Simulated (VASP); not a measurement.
Yb:

```
CELL_PARAMETERS angstrom
0.00000 2.45695 2.45695
2.45695 0.00000 2.45695
2.45695 2.45695 0.00000
ATOMIC_POSITIONS crystal
Yb 0.00000 0.00000 0.00000
```

Base run:

| Item | Value |
| --- | --- |
| Program | VASP 6.6.1 |
| Functional | LDA |
| Potentials or basis | VASP PAW PBE potentials, release 64 (Yb) |
| Cutoff | 520 eV |
| k mesh | 11 × 11 × 11 |
| Occupations | fermi-dirac, width 0.6 eV |
| Spin | no spin polarisation |

Its results: band gap on the k mesh zero (bands 12 and 13 overlap by 0.01 eV); pressure 1.2 GPa.

Q: The run is repeated on the same cell with these changes: occupations from fermi-dirac, width 0.6 eV to gaussian, width 0.6 eV. What comes out?

A: Band gap on the k mesh zero (bands 12 and 13 overlap by 0.05 eV); pressure -0.1 GPa.

Caveats: so wide a smearing shifts energies and pressures; the PAW data sets were made with another functional, which shifts forces and pressure a little; spin-orbit coupling is left out, which moves the levels of the heavy elements.
